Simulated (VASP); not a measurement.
# CsSnI3 in VASP: a series of runs

CsSnI3 is run at these levels: PBE; tasks: single point.

Program: VASP 6.6.1. These are calculated values, not measurements. Logs are shortened: lines on timing, memory, paths and dates and some standing lists are left out, and cuts for length are marked.

**1. The cell of the first run**

The structure is tetragonal, space group P4/mmm (No. 123). The conventional cell has a = 6.577 Å, b = 6.577 Å, c = 6.283 Å, α = 90.00°, β = 90.00°, γ = 90.00°. Sn (site symmetry 4/mmm) has 6 I at 3.14 to 3.29 Å within 4.1 Å. Within 4.3 Å of I (site symmetry mmm) lie 2 Sn at 3.29 Å. Within 4.1 Å of I (site symmetry 4/mmm) lie 2 Sn at 3.14 Å.

**2. Single point, PBE (normal strain along x +0.0467, normal strain along z +0.0467)**

INCAR

```
  PREC = Accurate
  ENCUT = 520
  EDIFF = 1E-7
  ISMEAR = 0
  SIGMA = 0.05
  LREAL = F
  LASPH = T
  NELM = 100
  ALGO = Normal
  ISIF = 2
  LWAVE = F
  LCHARG = F
  GGA = PE
  NBANDS = 30
```

KPOINTS

```
regular mesh
0
Gamma
  6 6 6
```

POSCAR

```
CsSnI3
1.0
    6.5765943969      0.0000000000      0.0000000000
    0.0000000000      6.2831703419      0.0000000000
    0.0000000000      0.0000000000      6.5765943969
Cs Sn I
1 1 3
Direct
    0.0000000000      0.0000000000      0.0000000000
    0.5000000000      0.5000000000      0.5000000000
    0.0000000000      0.5000000000      0.5000000000
    0.5000000000      0.0000000000      0.5000000000
    0.5000000000      0.5000000000      0.0000000000
```

Potentials or basis: VASP PAW PBE potentials, release 64 (Cs_sv, Sn_d, I).

Launch:

```bash
$ cat potpaw_PBE.64/Cs_sv/POTCAR potpaw_PBE.64/Sn_d/POTCAR potpaw_PBE.64/I/POTCAR > POTCAR
$ mpirun -np 1 vasp_std > vasp.out
```

OUTCAR:

```text
PREC = Accurate
   ENCUT = 520
   EDIFF = 1E-7
   ISMEAR = 0
   LREAL = F
   LASPH = T
   NELM = 100
   ISIF = 2
   GGA = PE

 ion  position               nearest neighbor table
   1  0.000  0.000  0.000-
   2  0.500  0.500  0.500-   4 3.14   4 3.14   5 3.29   5 3.29   3 3.29   3 3.29
   3  0.000  0.500  0.500-   2 3.29   2 3.29
   4  0.500  0.000  0.500-   2 3.14   2 3.14
   5  0.500  0.500  0.000-   2 3.29   2 3.29

  LATTYP: Found a simple tetragonal cell.
 ALAT       =     6.5765943969
 C/A-ratio  =     0.9553835865

  Lattice vectors:

 A1 = (  -6.5765943969,   0.0000000000,   0.0000000000)
 A2 = (   0.0000000000,   0.0000000000,   6.5765943969)
 A3 = (   0.0000000000,   6.2831703419,   0.0000000000)

Analysis of symmetry for initial positions (statically):
=====================================================================
 Subroutine PRICEL returns:
 Original cell was already a primitive cell.

 Routine SETGRP: Setting up the symmetry group for a
 simple tetragonal supercell.

 Subroutine GETGRP returns: Found 16 space group operations
 (whereof 16 operations were pure point group operations)
 out of a pool of 16 trial point group operations.

The static configuration has the point symmetry D_4h.

Analysis of symmetry for dynamics (positions and initial velocities):
=====================================================================
 Subroutine PRICEL returns:
 Original cell was already a primitive cell.

 Routine SETGRP: Setting up the symmetry group for a
 simple tetragonal supercell.

 Subroutine GETGRP returns: Found 16 space group operations
 (whereof 16 operations were pure point group operations)
 out of a pool of 16 trial point group operations.

The dynamic configuration has the point symmetry D_4h.

 Subroutine INISYM returns: Found 16 space group operations
 (whereof 16 operations are pure point group operations),
 and found     1 'primitive' translations

----------------------------------------------------------------------------------------

                                     Primitive cell

  volume of cell :     271.7571

  direct lattice vectors                    reciprocal lattice vectors
     6.576594397  0.000000000  0.000000000     0.152054383  0.000000000  0.000000000
     0.000000000  6.283170342  0.000000000     0.000000000  0.159155322  0.000000000
     0.000000000  0.000000000  6.576594397     0.000000000  0.000000000  0.152054383

  length of vectors
     6.576594397  6.283170342  6.576594397     0.152054383  0.159155322  0.152054383

  position of ions in fractional coordinates (direct lattice)
     0.000000000  0.000000000  0.000000000
     0.500000000  0.500000000  0.500000000
     0.000000000  0.500000000  0.500000000
     0.500000000  0.000000000  0.500000000
     0.500000000  0.500000000  0.000000000

  ion indices of the primitive-cell ions
   primitive index   ion index
                 1           1
                 2           2
                 3           3
                 4           4
                 5           5

----------------------------------------------------------------------------------------

 KPOINTS: regular mesh

Automatic generation of k-mesh.
 Grid dimensions read from file:
 generate k-points for:    6    6    6

 Generating k-lattice:

  Cartesian coordinates                     Fractional coordinates (reciprocal lattice)
     0.025342397  0.000000000  0.000000000     0.166666667  0.000000000  0.000000000
     0.000000000  0.026525887  0.000000000     0.000000000  0.166666667  0.000000000
     0.000000000  0.000000000  0.025342397     0.000000000  0.000000000  0.166666667

  Length of vectors
     0.025342397  0.026525887  0.025342397

  Shift w.r.t. Gamma in fractional coordinates (k-lattice)
     0.000000000  0.000000000  0.000000000

 Subroutine IBZKPT returns following result:
 ===========================================

 Found     40 irreducible k-points:

 Following reciprocal coordinates:
            Coordinates               Weight
  0.000000  0.000000  0.000000      1.000000
  0.166667  0.000000  0.000000      4.000000
  0.333333  0.000000  0.000000      4.000000
  0.500000  0.000000  0.000000      2.000000
  0.000000  0.166667  0.000000      2.000000
  0.166667  0.166667  0.000000      8.000000
[... 16 lines left out ...]
  0.166667  0.333333  0.166667      8.000000
  0.333333  0.333333  0.166667     16.000000
 [... further k-points ...]
   k-points           NKPTS =     40   k-points in BZ     NKDIM =     40   number of bands    NBANDS=     30
   number of dos      NEDOS =    301   number of ions     NIONS =      5
   total plane-waves  NPLWV = 120000
   dimension x,y,z NGX =    50 NGY =   48 NGZ =   50
   dimension x,y,z NGXF=   100 NGYF=   96 NGZF=  100
   ions per type =               1   1   3
   NGX,Y,Z   is equivalent  to a cutoff of  12.64, 12.70, 12.64 a.u.
   NGXF,Y,Z  is equivalent  to a cutoff of  25.28, 25.40, 25.28 a.u.
 SYSTEM =  unknown system
   PREC   = accura    normal or accurate (medium, high low for compatibility)
   ISTART =      0    job   : 0-new  1-cont  2-samecut
   ICHARG =      2    charge: 1-file 2-atom 10-const
   ISPIN  =      1    spin polarized calculation?
   LNONCOLLINEAR =      F non collinear calculations
   LSORBIT =      F    spin-orbit coupling
   LASPH  =      T    aspherical Exc in radial PAW
   ENCUT  =  520.0 eV  38.22 Ry    6.18 a.u.  12.23 11.68 12.23*2*pi/ulx,y,z
   NELM   =    100;   NELMIN=  2; NELMDL= -5     # of ELM steps
   EDIFF  = 0.1E-06   stopping-criterion for ELM
   LREAL  =      F    real-space projection
   EDIFFG = 0.1E-05   stopping-criterion for IOM
   NSW    =      0    number of steps for IOM
   IBRION =     -1    ionic relax: 0-MD 1-quasi-New 2-CG
   NFREE  =      0    steps in history (QN), initial steepest desc. (CG)
   ISIF   =      2    stress and relaxation
   ISYM   =      2    0-nonsym 1-usesym 2-fastsym
   POTIM  = 0.5000    time-step for ionic-motion
   TEBEG  =    0.0;   TEEND  =   0.0 temperature during run
   PSTRESS=    0.0 pullay stress
   NELECT =      44.0000    total number of electrons
   NUPDOWN=      -1.0000    fix difference up-down
   EMIN   =  10.00;   EMAX   =-10.00  energy-range for DOS
   EFERMI =   0.00;   METHOD = LEGACY
   ISMEAR =     0;   SIGMA  =   0.05  broadening in eV -4-tet -1-fermi 0-gaus
   EFERMI_NEDOS =   21; number of points for ismear=-14 and -15
   IALGO  =     38    algorithm
   IMIX   =      4    mixing-type and parameters
     AMIX     =   0.40;   BMIX     =  1.00
     AMIX_MAG =   1.60;   BMIX_MAG =  1.00
  volume/ion in A,a.u.               =      54.35       366.78
  Fermi-wavevector in a.u.,A,eV,Ry     =   0.892275  1.686155 10.832343  0.796155
  Thomas-Fermi vector in A             =   2.014203
   LORBIT       =      0    0 simple, 1 ext, 2 COOP (PROOUT), +10 PAW based schemes
   GGA     = PE    functional components
   LHFCALC =     F    Hartree Fock is set to
   AEXX    =    0.0000 exact exchange contribution
   IVDW    =     0    specifies the selected vdW correction
   LEPSILON=     F    determine dielectric tensor
   LRPA    =     F    only Hartree local field effects (RPA)
 non-spin polarized calculation
 Gauss-broadening in eV      SIGMA  =   0.05
  energy-cutoff  :      520.00
  volume of cell :      271.76
 maximum number of plane-waves:      7346
 NGX is ok and might be reduce to    50
   NGX = 25   NGY = 23   NGZ = 25

 number of electron      43.9999986 magnetization

 Free energy of the ion-electron system (eV)
  ---------------------------------------------------
  ext. energy  EPLUGINS =         0.00000000
  ---------------------------------------------------
  free energy    TOTEN  =       -13.91632366 eV

  energy without entropy =      -13.91632366  energy(sigma->0) =      -13.91632366

 E-fermi :   1.7146     XC(G=0):  -7.0091

 val. band max:        1.4280176577   @ k =   0.5000   0.5000   0.5000
 cond. band min:       2.1428619418   @ k =   0.5000   0.5000   0.5000
 fundamental gap:      0.7148442841
 Fermi energy:         1.7146398309

 k-point     1 :       0.0000    0.0000    0.0000
  band No.  band energies     occupation
      1     -20.4313      2.00000
      2     -20.3630      2.00000
      3     -20.3591      2.00000
      4     -20.3530      2.00000
      5     -20.3459      2.00000
      6     -20.3459      2.00000
[... 22 lines left out ...]
     29       5.6780      0.00000
     30       5.6780      0.00000

 k-point     2 :       0.1667    0.0000    0.0000
  band No.  band energies     occupation
      1     -20.4313      2.00000
      2     -20.3629      2.00000
      3     -20.3591      2.00000
      4     -20.3530      2.00000
      5     -20.3460      2.00000
      6     -20.3459      2.00000
[... 22 lines left out ...]
     29       5.8515      0.00000
     30       5.8526      0.00000

 k-point     3 :       0.3333    0.0000    0.0000
  band No.  band energies     occupation
      1     -20.4313      2.00000
      2     -20.3627      2.00000
      3     -20.3591      2.00000
      4     -20.3529      2.00000
      5     -20.3460      2.00000
      6     -20.3459      2.00000
[... 22 lines left out ...]
     29       6.1250      0.00000
     30       6.3906      0.00000

 k-point     4 :       0.5000    0.0000    0.0000
  band No.  band energies     occupation
      1     -20.4312      2.00000
      2     -20.3626      2.00000
      3     -20.3592      2.00000
      4     -20.3529      2.00000
      5     -20.3460      2.00000
      6     -20.3459      2.00000
[... 22 lines left out ...]
     29       6.2823      0.00000
     30       6.4864      0.00000

 k-point     5 :       0.0000    0.1667    0.0000
  band No.  band energies     occupation
      1     -20.4313      2.00000
      2     -20.3630      2.00000
      3     -20.3591      2.00000
      4     -20.3527      2.00000
      5     -20.3460      2.00000
      6     -20.3460      2.00000
[... 22 lines left out ...]
     29       5.6475      0.00000
     30       5.9958      0.00000
[... 526 lines left out ...]
     29       6.4481      0.00000
     30       6.6186      0.00000

 k-point    22 :       0.5000    0.1667    0.1667
  band No.  band energies     occupation
      1     -20.4311      2.00000
      2     -20.3625      2.00000
      3     -20.3592      2.00000
      4     -20.3526      2.00000
      5     -20.3460      2.00000
      6     -20.3460      2.00000
[... 22 lines left out ...]
     29       6.5837      0.00000
     30       6.6418      0.00000

 k-point    23 :       0.1667    0.3333    0.1667
  band No.  band energies     occupation
      1     -20.4311      2.00000
      2     -20.3628      2.00000
      3     -20.3591      2.00000
      4     -20.3521      2.00000
      5     -20.3460      2.00000
      6     -20.3460      2.00000
[... 22 lines left out ...]
     29       6.3680      0.00000
     30       6.7223      0.00000

 k-point    24 :       0.3333    0.3333    0.1667
  band No.  band energies     occupation
      1     -20.4310      2.00000
      2     -20.3626      2.00000
      3     -20.3592      2.00000
      4     -20.3521      2.00000
      5     -20.3461      2.00000
      6     -20.3460      2.00000
[... 22 lines left out ...]
     29       6.5797      0.00000
     30       6.8243      0.00000

 [... further k-points ...]

------------------------ aborting loop because EDIFF is reached ----------------------------------------

  FORCE on cell =-STRESS in cart. coord.  units (eV):
  Direction    XX          YY          ZZ          XY          YZ          ZX
  --------------------------------------------------------------------------------------
  -------------------------------------------------------------------------------------
  Total       -2.3848701     -0.6914781     -2.3848701      0.0000000      0.0000000      0.0000000
  in kB      -14.0602926     -4.0766934    -14.0602926      0.0000000      0.0000000      0.0000000
  external PRESSURE =     -10.7324262 kB  Pullay stress =       0.0000000 kB

 VOLUME and BASIS-vectors are now :
 -----------------------------------------------------------------------------
  energy-cutoff  :      520.00
  volume of cell :      271.76
      direct lattice vectors                 reciprocal lattice vectors
     6.576594397  0.000000000  0.000000000     0.152054383  0.000000000  0.000000000
     0.000000000  6.283170342  0.000000000     0.000000000  0.159155322  0.000000000
     0.000000000  0.000000000  6.576594397     0.000000000  0.000000000  0.152054383

 POSITION                                       TOTAL-FORCE (eV/Angst)
 -----------------------------------------------------------------------------------
      0.00000      0.00000      0.00000         0.000000      0.000000      0.000000
      3.28830      3.14159      3.28830         0.000000      0.000000      0.000000
      0.00000      3.14159      3.28830         0.000000      0.000000      0.000000
      3.28830      0.00000      3.28830         0.000000      0.000000      0.000000
      3.28830      3.14159      0.00000         0.000000      0.000000      0.000000
 -----------------------------------------------------------------------------------
    total drift:                                0.000000     -0.000000      0.000000

  FREE ENERGIE OF THE ION-ELECTRON SYSTEM (eV)
  ---------------------------------------------------
  free  energy   TOTEN  =       -13.9163236621 eV

  energy  without entropy=      -13.9163236621  energy(sigma->0) =      -13.91632366
```

Wall time 6 min (1 thread of Intel Xeon Platinum 8259CL at 2.50GHz (Skylake/Cascade Lake), shared host); peak memory 0.53 GiB.

What came out:

* Free energy: -13.9163 eV
* Pressure: -1.1 GPa
* Band gap on the k mesh: 0.71 eV, direct

Caveat: the cell differs from its parent crystal (normal strain along x +0.0467, normal strain along z +0.0467); spin-orbit coupling is left out, which moves the levels of the heavy elements. A k mesh can miss the band edges.

**3. Single point, PBE (normal strain along x -0.0700, normal strain along z -0.0467)**

INCAR

```
SYSTEM = CsSnI3
ALGO = Normal ; EDIFF = 1E-7
ENCUT = 520 ; GGA = PE
ISIF = 2 ; ISMEAR = 0
LASPH = .TRUE. ; LCHARG = .FALSE.
LREAL = .FALSE. ; LWAVE = .FALSE.
NBANDS = 30 ; NELM = 100
PREC = Accurate ; SIGMA = 0.05
```

KPOINTS

```
k-points
0
G
  6 6 6
  0 0 0
```

POSCAR: that of step 2 with these lines changed.

```diff
@@ -2,5 +2,5 @@
 1.0
-    6.5765943969      0.0000000000      0.0000000000
+    5.8433484180      0.0000000000      0.0000000000
     0.0000000000      6.2831703419      0.0000000000
-    0.0000000000      0.0000000000      6.5765943969
+    0.0000000000      0.0000000000      5.9897462869
 Cs Sn I
```

Potentials or basis: VASP PAW PBE potentials, release 64 (Cs_sv, Sn_d, I).

Launch:

```bash
$ cat potpaw_PBE.64/Cs_sv/POTCAR potpaw_PBE.64/Sn_d/POTCAR potpaw_PBE.64/I/POTCAR > POTCAR
$ mpirun -np 1 vasp_std > vasp.out
```

OUTCAR:

```text
SYSTEM = CsSnI3
   EDIFF = 1E-7
   ENCUT = 520
   GGA = PE
   ISIF = 2
   ISMEAR = 0
   LASPH = .TRUE.
   LREAL = .FALSE.
   NELM = 100
   PREC = Accurate

 ion  position               nearest neighbor table
   1  0.000  0.000  0.000-
   2  0.500  0.500  0.500-   3 2.92   3 2.92   5 2.99   5 2.99   4 3.14   4 3.14
   3  0.000  0.500  0.500-   2 2.92   2 2.92
   4  0.500  0.000  0.500-   2 3.14   2 3.14
   5  0.500  0.500  0.000-   2 2.99   2 2.99

  LATTYP: Found a simple orthorhombic cell.
 ALAT       =     5.8433484180
 B/A-ratio  =     1.0250537634
 C/A-ratio  =     1.0752688172

  Lattice vectors:

 A1 = (  -5.8433484180,   0.0000000000,   0.0000000000)
 A2 = (   0.0000000000,   0.0000000000,   5.9897462869)
 A3 = (   0.0000000000,   6.2831703419,   0.0000000000)

Analysis of symmetry for initial positions (statically):
=====================================================================
 Subroutine PRICEL returns:
 Original cell was already a primitive cell.
[... 174 lines left out ...]

  energy without entropy =      -13.74037015  energy(sigma->0) =      -13.74038065

 E-fermi :   3.7324     XC(G=0):  -7.8703

 val. band max:        3.6521817562   @ k =   0.5000   0.5000   0.5000
 cond. band min:       3.8223019564   @ k =   0.5000   0.5000   0.3333
 fundamental gap:      0.1701202001
 Fermi energy:         3.7324155681

 k-point     1 :       0.0000    0.0000    0.0000
  band No.  band energies     occupation
      1     -18.7272      2.00000
      2     -18.4511      2.00000
      3     -18.4403      2.00000
      4     -18.4138      2.00000
      5     -18.4113      2.00000
      6     -18.4038      2.00000
[... 781 lines left out ...]
     29       8.2247      0.00000
     30       8.5046      0.00000

 [... further k-points ...]

------------------------ aborting loop because EDIFF is reached ----------------------------------------

  FORCE on cell =-STRESS in cart. coord.  units (eV):
  Direction    XX          YY          ZZ          XY          YZ          ZX
  --------------------------------------------------------------------------------------
  -------------------------------------------------------------------------------------
  Total        5.9902486      1.0126546      3.9463278      0.0000000      0.0000000      0.0000000
  in kB       43.6421746      7.3777323     28.7511156      0.0000000      0.0000000      0.0000000
  external PRESSURE =      26.5903408 kB  Pullay stress =       0.0000000 kB

 VOLUME and BASIS-vectors are now :
 -----------------------------------------------------------------------------
  energy-cutoff  :      520.00
  volume of cell :      219.91
      direct lattice vectors                 reciprocal lattice vectors
     5.843348418  0.000000000  0.000000000     0.171134755  0.000000000  0.000000000
     0.000000000  6.283170342  0.000000000     0.000000000  0.159155322  0.000000000
     0.000000000  0.000000000  5.989746287     0.000000000  0.000000000  0.166951980

 POSITION                                       TOTAL-FORCE (eV/Angst)
 -----------------------------------------------------------------------------------
      0.00000      0.00000      0.00000         0.000000      0.000000      0.000000
      2.92167      3.14159      2.99487         0.000000      0.000000      0.000000
      0.00000      3.14159      2.99487         0.000000      0.000000      0.000000
      2.92167      0.00000      2.99487         0.000000      0.000000      0.000000
      2.92167      3.14159      0.00000         0.000000      0.000000      0.000000
 -----------------------------------------------------------------------------------
    total drift:                                0.000000     -0.000000     -0.000000

  FREE ENERGIE OF THE ION-ELECTRON SYSTEM (eV)
  ---------------------------------------------------
  free  energy   TOTEN  =       -13.7403911470 eV

  energy  without entropy=      -13.7403701488  energy(sigma->0) =      -13.74038065
```

It took 7 min on 1 thread of Intel Xeon Platinum 8259CL at 2.50GHz (Skylake/Cascade Lake), shared host; peak memory 0.59 GiB.

Results:

```
Free energy            : -13.7404 eV
Pressure               : 2.7 GPa
Band gap on the k mesh : 0.17 eV, indirect (least direct gap 0.34 eV)
```

Caveat: the cell differs from its parent crystal (normal strain along x -0.0700, normal strain along z -0.0467); spin-orbit coupling is left out, which moves the levels of the heavy elements. A k mesh can miss the band edges.
